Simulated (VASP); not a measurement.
# AlAs (F-43m) in VASP: single point with PBEsol

Aim: the single point of AlAs with PBEsol.

Program: VASP 6.6.1. These are calculated values, not measurements. Logs are shortened: lines on timing, memory, paths and dates and some standing lists are left out, and cuts for length are marked.

### Step 1. The cell of the first run

The structure is cubic, space group F-43m (No. 216). The conventional cell has a = 5.674 Å, b = 5.674 Å, c = 5.674 Å, α = 90.00°, β = 90.00°, γ = 90.00°. Al (site symmetry -43m) has 4 As at 2.46 Å within 3.2 Å. Within 3.2 Å of As (site symmetry -43m) lie 4 Al at 2.46 Å.

### Step 2. Single point, PBEsol

INCAR

```
PREC     = Accurate       # precision mode
ENCUT    = 500            # plane-wave cutoff, eV
EDIFF    = 1E-6           # SCF threshold, eV
ISMEAR   = 0              # smearing method
SIGMA    = 0.02           # smearing width, eV
LREAL    = F              # projectors in reciprocal space
LASPH    = T              # aspherical terms in the spheres
NELM     = 120            # most SCF steps
ALGO     = Normal         # electronic algorithm
ISIF     = 2              # what is computed and relaxed
LWAVE    = F              # write WAVECAR
LCHARG   = T              # write CHGCAR
GGA      = PS             # functional
LELF     = T              # ELF
LVHAR    = T            
NBANDS   = 11             # bands
GGA_COMPAT= F
```

KPOINTS

```
regular mesh
0
Gamma
  8 8 8
```

POSCAR

```
AlAs
1.0
    0.0000000000      2.8372289530      2.8372289530
    2.8372289530      0.0000000000      2.8372289530
    2.8372289530      2.8372289530      0.0000000000
Al As
1 1
Direct
    0.0000000000      0.0000000000      0.0000000000
    0.2500000000      0.2500000000      0.2500000000
```

Potentials or basis: VASP PAW PBE potentials, release 64 (Al, As).

Command:

```
cat potpaw_PBE.64/Al/POTCAR potpaw_PBE.64/As/POTCAR > POTCAR
mpirun -np 1 vasp_std > vasp.out
```

OUTCAR:

```text
PREC = Accurate
   ENCUT = 500
   EDIFF = 1E-6
   ISMEAR = 0
   LREAL = F
   LASPH = T
   NELM = 120
   ISIF = 2
   GGA = PS

 ion  position               nearest neighbor table
   1  0.000  0.000  0.000-   2 2.46   2 2.46   2 2.46   2 2.46
   2  0.250  0.250  0.250-   1 2.46   1 2.46   1 2.46   1 2.46

  LATTYP: Found a face centered cubic cell.
 ALAT       =     5.6744579060

  Lattice vectors:

 A1 = (   0.0000000000,   2.8372289530,   2.8372289530)
 A2 = (   2.8372289530,   0.0000000000,   2.8372289530)
 A3 = (   2.8372289530,   2.8372289530,   0.0000000000)

Analysis of symmetry for initial positions (statically):
=====================================================================
 Subroutine PRICEL returns:
 Original cell was already a primitive cell.

 Routine SETGRP: Setting up the symmetry group for a
 face centered cubic supercell.

 Subroutine GETGRP returns: Found 24 space group operations
 (whereof 24 operations were pure point group operations)
 out of a pool of 48 trial point group operations.

The static configuration has the point symmetry T_d .

Analysis of symmetry for dynamics (positions and initial velocities):
=====================================================================
 Subroutine PRICEL returns:
 Original cell was already a primitive cell.

 Routine SETGRP: Setting up the symmetry group for a
 face centered cubic supercell.

 Subroutine GETGRP returns: Found 24 space group operations
 (whereof 24 operations were pure point group operations)
 out of a pool of 48 trial point group operations.

The dynamic configuration has the point symmetry T_d .

 Subroutine INISYM returns: Found 24 space group operations
 (whereof 24 operations are pure point group operations),
 and found     1 'primitive' translations

----------------------------------------------------------------------------------------

                                     Primitive cell

  volume of cell :      45.6786

  direct lattice vectors                    reciprocal lattice vectors
     0.000000000  2.837228953  2.837228953    -0.176228288  0.176228288  0.176228288
     2.837228953  0.000000000  2.837228953     0.176228288 -0.176228288  0.176228288
     2.837228953  2.837228953  0.000000000     0.176228288  0.176228288 -0.176228288

  length of vectors
     4.012447665  4.012447665  4.012447665     0.305236348  0.305236348  0.305236348

  position of ions in fractional coordinates (direct lattice)
     0.000000000  0.000000000  0.000000000
     0.250000000  0.250000000  0.250000000

  ion indices of the primitive-cell ions
   primitive index   ion index
                 1           1
                 2           2

----------------------------------------------------------------------------------------

 KPOINTS: regular mesh

Automatic generation of k-mesh.
 Grid dimensions read from file:
 generate k-points for:    8    8    8

 Generating k-lattice:

  Cartesian coordinates                     Fractional coordinates (reciprocal lattice)
    -0.022028536  0.022028536  0.022028536     0.125000000  0.000000000  0.000000000
     0.022028536 -0.022028536  0.022028536     0.000000000  0.125000000  0.000000000
     0.022028536  0.022028536 -0.022028536     0.000000000  0.000000000  0.125000000

  Length of vectors
     0.038154543  0.038154543  0.038154543

  Shift w.r.t. Gamma in fractional coordinates (k-lattice)
     0.000000000  0.000000000  0.000000000

 Subroutine IBZKPT returns following result:
 ===========================================

 Found     29 irreducible k-points:

 Following reciprocal coordinates:
            Coordinates               Weight
  0.000000  0.000000  0.000000      1.000000
  0.125000  0.000000  0.000000      8.000000
  0.250000  0.000000  0.000000      8.000000
  0.375000  0.000000  0.000000      8.000000
  0.500000  0.000000  0.000000      4.000000
  0.125000  0.125000  0.000000      6.000000
[... 16 lines left out ...]
  0.500000  0.250000  0.125000     48.000000
 -0.375000  0.250000  0.125000     24.000000
 [... further k-points ...]
   k-points           NKPTS =     29   k-points in BZ     NKDIM =     29   number of bands    NBANDS=     11
   number of dos      NEDOS =    301   number of ions     NIONS =      2
   total plane-waves  NPLWV =  27000
   dimension x,y,z NGX =    30 NGY =   30 NGZ =   30
   dimension x,y,z NGXF=    60 NGYF=   60 NGZF=   60
   ions per type =               1   1
   NGX,Y,Z   is equivalent  to a cutoff of  12.43, 12.43, 12.43 a.u.
   NGXF,Y,Z  is equivalent  to a cutoff of  24.86, 24.86, 24.86 a.u.
 SYSTEM =  unknown system
   PREC   = accura    normal or accurate (medium, high low for compatibility)
   ISTART =      0    job   : 0-new  1-cont  2-samecut
   ICHARG =      2    charge: 1-file 2-atom 10-const
   ISPIN  =      1    spin polarized calculation?
   LNONCOLLINEAR =      F non collinear calculations
   LSORBIT =      F    spin-orbit coupling
   LASPH  =      T    aspherical Exc in radial PAW
   ENCUT  =  500.0 eV  36.75 Ry    6.06 a.u.   7.32  7.32  7.32*2*pi/ulx,y,z
   NELM   =    120;   NELMIN=  2; NELMDL= -5     # of ELM steps
   EDIFF  = 0.1E-05   stopping-criterion for ELM
   LREAL  =      F    real-space projection
   EDIFFG = 0.1E-04   stopping-criterion for IOM
   NSW    =      0    number of steps for IOM
   IBRION =     -1    ionic relax: 0-MD 1-quasi-New 2-CG
   NFREE  =      0    steps in history (QN), initial steepest desc. (CG)
   ISIF   =      2    stress and relaxation
   ISYM   =      2    0-nonsym 1-usesym 2-fastsym
   POTIM  = 0.5000    time-step for ionic-motion
   TEBEG  =    0.0;   TEEND  =   0.0 temperature during run
   PSTRESS=    0.0 pullay stress
   NELECT =       8.0000    total number of electrons
   NUPDOWN=      -1.0000    fix difference up-down
   EMIN   =  10.00;   EMAX   =-10.00  energy-range for DOS
   EFERMI =   0.00;   METHOD = LEGACY
   ISMEAR =     0;   SIGMA  =   0.02  broadening in eV -4-tet -1-fermi 0-gaus
   EFERMI_NEDOS =   21; number of points for ismear=-14 and -15
   IALGO  =     38    algorithm
   IMIX   =      4    mixing-type and parameters
     AMIX     =   0.40;   BMIX     =  1.00
     AMIX_MAG =   1.60;   BMIX_MAG =  1.00
  volume/ion in A,a.u.               =      22.84       154.13
  Fermi-wavevector in a.u.,A,eV,Ry     =   0.915940  1.730876 11.414559  0.838946
  Thomas-Fermi vector in A             =   2.040739
   LORBIT       =      0    0 simple, 1 ext, 2 COOP (PROOUT), +10 PAW based schemes
   GGA     = PS    functional components
   LHFCALC =     F    Hartree Fock is set to
   AEXX    =    0.0000 exact exchange contribution
   IVDW    =     0    specifies the selected vdW correction
   LEPSILON=     F    determine dielectric tensor
   LRPA    =     F    only Hartree local field effects (RPA)
 non-spin polarized calculation
 Gauss-broadening in eV      SIGMA  =   0.02
  energy-cutoff  :      500.00
  volume of cell :       45.68
 maximum number of plane-waves:      1211
 NGX is ok and might be reduce to    30
   NGX = 15   NGY = 15   NGZ = 15

 number of electron       8.0000000 magnetization

 Free energy of the ion-electron system (eV)
  ---------------------------------------------------
  ext. energy  EPLUGINS =         0.00000000
  ---------------------------------------------------
  free energy    TOTEN  =       -10.06467664 eV

  energy without entropy =      -10.06467664  energy(sigma->0) =      -10.06467664

 E-fermi :   3.8269     XC(G=0):  -9.1678

 val. band max:        3.7409487087   @ k =   0.0000   0.0000   0.0000
 cond. band min:       5.0723363790   @ k =   0.5000   0.5000   0.0000
 fundamental gap:      1.3313876703
 Fermi energy:         3.8268720411

 k-point     1 :       0.0000    0.0000    0.0000
  band No.  band energies     occupation
      1      -8.1056      2.00000
      2       3.7409      2.00000
      3       3.7409      2.00000
      4       3.7409      2.00000
      5       5.6644      0.00000
      6       7.9916      0.00000
      7       7.9916      0.00000
      8       7.9916      0.00000
      9      12.4122      0.00000
     10      12.7170      0.00000
     11      12.7170      0.00000

 k-point     2 :       0.1250    0.0000    0.0000
  band No.  band energies     occupation
      1      -7.9536      2.00000
      2       2.2978      2.00000
      3       3.5804      2.00000
      4       3.5804      2.00000
      5       6.4362      0.00000
      6       8.2722      0.00000
      7       8.2722      0.00000
      8       8.3702      0.00000
      9      12.0921      0.00000
     10      12.0921      0.00000
     11      13.1420      0.00000

 k-point     3 :       0.2500    0.0000    0.0000
  band No.  band energies     occupation
      1      -7.5317      2.00000
      2       0.3441      2.00000
      3       3.2640      2.00000
      4       3.2640      2.00000
      5       6.2692      0.00000
      6       8.6074      0.00000
      7       8.6074      0.00000
      8      10.0783      0.00000
      9      11.9814      0.00000
     10      11.9814      0.00000
     11      12.9490      0.00000

 k-point     4 :       0.3750    0.0000    0.0000
  band No.  band energies     occupation
      1      -6.9862      2.00000
      2      -1.1975      2.00000
      3       3.0118      2.00000
      4       3.0118      2.00000
      5       5.9250      0.00000
      6       8.4857      0.00000
      7       8.4857      0.00000
      8      11.2854      0.00000
      9      13.2766      0.00000
     10      13.2766      0.00000
     11      13.3123      0.00000
[... 239 lines left out ...]
 k-point    22 :       0.3750    0.2500    0.1250
  band No.  band energies     occupation
      1      -7.1790      2.00000
      2      -0.0296      2.00000
      3       1.7823      2.00000
      4       2.7652      2.00000
      5       7.2635      0.00000
      6       7.9391      0.00000
      7       8.9583      0.00000
      8      10.2089      0.00000
      9      11.8305      0.00000
     10      14.0829      0.00000
     11      15.6352      0.00000

 k-point    23 :       0.5000    0.2500    0.1250
  band No.  band energies     occupation
      1      -6.6884      2.00000
      2      -1.0371      2.00000
      3       1.1941      2.00000
      4       2.3820      2.00000
      5       7.3444      0.00000
      6       8.1202      0.00000
      7       9.4459      0.00000
      8      10.5374      0.00000
      9      12.9850      0.00000
     10      14.1884      0.00000
     11      15.7682      0.00000

 k-point    24 :      -0.3750    0.2500    0.1250
  band No.  band energies     occupation
      1      -6.4350      2.00000
      2      -1.5147      2.00000
      3       1.0424      2.00000
      4       2.1983      2.00000
      5       7.3355      0.00000
      6       7.8974      0.00000
      7      10.3556      0.00000
      8      11.2864      0.00000
      9      12.0084      0.00000
     10      14.6293      0.00000
     11      15.8938      0.00000

 [... further k-points ...]

------------------------ aborting loop because EDIFF is reached ----------------------------------------

  FORCE on cell =-STRESS in cart. coord.  units (eV):
  Direction    XX          YY          ZZ          XY          YZ          ZX
  --------------------------------------------------------------------------------------
  -------------------------------------------------------------------------------------
  Total        0.0794048      0.0794048      0.0794048     -0.0000000     -0.0000000      0.0000000
  in kB        2.7851206      2.7851206      2.7851206     -0.0000000     -0.0000000      0.0000000
  external PRESSURE =       2.7851206 kB  Pullay stress =       0.0000000 kB

 VOLUME and BASIS-vectors are now :
 -----------------------------------------------------------------------------
  energy-cutoff  :      500.00
  volume of cell :       45.68
      direct lattice vectors                 reciprocal lattice vectors
     0.000000000  2.837228953  2.837228953    -0.176228288  0.176228288  0.176228288
     2.837228953  0.000000000  2.837228953     0.176228288 -0.176228288  0.176228288
     2.837228953  2.837228953  0.000000000     0.176228288  0.176228288 -0.176228288

 POSITION                                       TOTAL-FORCE (eV/Angst)
 -----------------------------------------------------------------------------------
      0.00000      0.00000      0.00000        -0.000000     -0.000000     -0.000000
      1.41861      1.41861      1.41861         0.000000      0.000000      0.000000
 -----------------------------------------------------------------------------------
    total drift:                                0.000000      0.000000      0.000000

  FREE ENERGIE OF THE ION-ELECTRON SYSTEM (eV)
  ---------------------------------------------------
  free  energy   TOTEN  =       -10.0646766412 eV

  energy  without entropy=      -10.0646766412  energy(sigma->0) =      -10.06467664
```

It took 23 s on 1 thread of Intel Xeon 8259CL, shared host; peak memory 0.17 GiB.

What came out:

- Free energy: -10.0647 eV
- Pressure: 0.3 GPa
- Band gap on the k mesh: 1.33 eV (least direct gap 1.92 eV)

Levels at points of the mesh, in eV from the valence-band top:
```tsv
k point	band 1	band 2	band 3	band 4	band 5	band 6	band 7	band 8	band 9
(0.00, 0.00, 0.00)	-11.85	0.00	0.00	0.00	1.92	4.25	4.25	4.25	8.67
(0.50, 0.00, 0.00)	-10.44	-5.57	-0.82	-0.82	2.05	4.63	4.63	7.56	11.00
(0.50, 0.50, 0.00)	-9.89	-5.42	-2.17	-2.17	1.33	2.22	10.23	10.23	11.59
```

Caveat: the PAW data sets were made with another functional, which shifts forces and pressure a little.
